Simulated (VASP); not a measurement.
Input of a VASP 6.6.1 run:

Contents of INCAR:

```
PREC = Accurate ; ENCUT = 520
EDIFF = 1E-6 ; ISMEAR = -1
SIGMA = 0.05 ; LREAL = F
LASPH = T ; NELM = 80
ALGO = Normal ; ISIF = 2
LWAVE = F ; LCHARG = F
GGA = PE ; NBANDS = 28
```

File KPOINTS:

```
regular mesh
0
Gamma
  5 5 8
```

POSCAR

```
La2O3
1.0
    6.3702727145      0.0000000000      0.0000000000
   -3.1851363572      5.5168179998      0.0000000000
    0.0000000000      0.0000000000      3.2898942108
La O
2 3
Direct
    0.6631620000      0.3187910000      0.5085620000
    0.3356230000      0.6741470000      0.4968110000
    0.4984920000     -0.0050260000      0.0118160000
   -0.0036830000      0.5047740000     -0.0053610000
    0.4962820000      0.4996890000     -0.0035430000
```

Potentials or basis: VASP PAW PBE potentials, release 64 (La, O).

Launch:

```sh
$ cat potpaw_PBE.64/La/POTCAR potpaw_PBE.64/O/POTCAR > POTCAR
$ mpirun -np 1 vasp_std > vasp.out
```

(1) What does it give for the pressure?

(2) Predict the band gap on the k mesh.

Results:

(1) -0.1 GPa.

(2) 1.63 eV, indirect (least direct gap 2.03 eV).

Caveat: the cell differs from its parent crystal (atoms moved at random); spin-orbit coupling is left out, which moves the levels of the heavy elements; forces of over 1 eV/Å act on the atoms, so gaps and moduli don't describe the material at rest.
